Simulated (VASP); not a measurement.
Wanted: the native input for a VASP 6.6.1 run.

```yaml
Task: single point
Functional: PBEsol
Potentials_or_basis: VASP PAW PBE potentials, release 64 (Zn, S)
Cutoff: 520 eV
k_mesh: 10 × 10 × 10
Occupations: gaussian, width 0.01 eV
Spin: no spin polarisation
Dipole_correction: no
Further_INCAR_settings: ALGO = Normal; EDIFF = 1e-06; NBANDS = 16
```

The structure of ZnS lies in POSCAR:

```
ZnS
1.0
    0.0000000000      2.4113461867      2.4113461867
    2.4113461867      0.0000000000      2.4113461867
    2.4113461867      2.4113461867      0.0000000000
Zn S
1 1
Direct
    0.0000000000      0.0000000000      0.0000000000
    0.7500000000      0.7500000000      0.7500000000
```

One way to write it, as run:

INCAR

```
PREC = Accurate
ENCUT = 520
EDIFF = 1E-6
ISMEAR = 0
SIGMA = 0.01
LREAL = F
LASPH = T
NELM = 60
ALGO = Normal
ISIF = 2
LWAVE = F
LCHARG = F
GGA = PS
NBANDS = 16
```

KPOINTS

```
regular mesh
0
Gamma
  10 10 10
```

Potentials or basis: VASP PAW PBE potentials, release 64 (Zn, S).

Launch:

```bash
$ cat potpaw_PBE.64/Zn/POTCAR potpaw_PBE.64/S/POTCAR > POTCAR
$ mpirun -np 1 vasp_std > vasp.out
```

It gave:

The pressure is 50.6 GPa and the band gap on the k mesh is 2.27 eV (least direct gap 3.57 eV).

Caveat: the cell stands under pressure; the PAW data sets were made with another functional, which shifts forces and pressure a little.

Run time: 38 s on 1 thread of Intel Xeon 8259CL, with other jobs on the host, peak memory 0.17 GiB.
